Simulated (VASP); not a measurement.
Input of a VASP 6.6.1 run:

File INCAR:

```
SYSTEM = AlN
PREC = Accurate ; ENCUT = 520
EDIFF = 1E-6 ; ISMEAR = 0
SIGMA = 0.05 ; LREAL = .False.
LASPH = .True. ; NELM = 100
ALGO = Normal ; ISIF = 2
LWAVE = .False. ; LCHARG = .False.
NBANDS = 16
```

The input KPOINTS:

```
regular mesh
0
Gamma
  9 9 6
  0 0 0
```

File POSCAR:

```
AlN
1.0
    3.0887424016      0.0000000000      0.0000000000
   -1.5443712008      2.6749293856      0.0000000000
    0.0000000000      0.0000000000      4.9437688231
Al N
2 2
Direct
    0.3236882189      0.6473764378      0.0015212672
    0.6763117811      0.3526235622      0.5015212672
    0.3419399799      0.6838799599      0.3834787328
    0.6580600201      0.3161200401      0.8834787328
```

Potentials or basis: VASP PAW LDA potentials, release 64 (Al, N).

Run with:

```sh
$ cat potpaw_LDA.64/Al/POTCAR potpaw_LDA.64/N/POTCAR > POTCAR
$ mpirun -np 1 vasp_std > vasp.out
```

**Question.** Predict the band gap on the k mesh.

**Answer.** 4.39 eV, direct.

**Question.** Estimate the largest force.

**Answer.** 0.282 eV/Å.

**Question.** Estimate the pressure.

**Answer.** 0.5 GPa.

Forces on the atoms (eV/Å):
```
Al   0.000  0.282  0.019
Al   0.000 -0.282  0.019
N    0.000 -0.139 -0.019
N    0.000  0.139 -0.019
```

A k mesh can miss the band edges. Expect the measured gap to be larger: semilocal functionals such as LDA lack the derivative discontinuity.
